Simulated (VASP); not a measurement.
Sb:

```
CELL_PARAMETERS angstrom
-1.90804 1.90804 1.90804
1.90804 -1.90804 1.90804
1.90804 1.90804 -1.90804
ATOMIC_POSITIONS crystal
Sb 0.00000 0.00000 0.00000
```

This cell differs from its parent crystal: volume scaled by 1.06.

Base run:

* Program: VASP 6.6.1
* Functional: PBE
* Potentials or basis: VASP PAW PBE potentials, release 64 (Sb)
* Cutoff: 520 eV
* k mesh: 10 × 10 × 10
* Occupations: fermi-dirac, width 0.05 eV
* Spin: no spin polarisation

Its results: pressure -0.7 GPa.

Problem. The run is repeated on the same cell with these changes: functional from PBE to r2SCAN; further incar settings from ALGO = Normal; EDIFF = 1e-07; NBANDS = 8 to ALGO = Normal; EDIFF = 1e-06; NBANDS = 8. What comes out?

Solution. Pressure -1.3 GPa.

Caveats: the PAW data sets were made with another functional, which shifts forces and pressure a little (some runs).
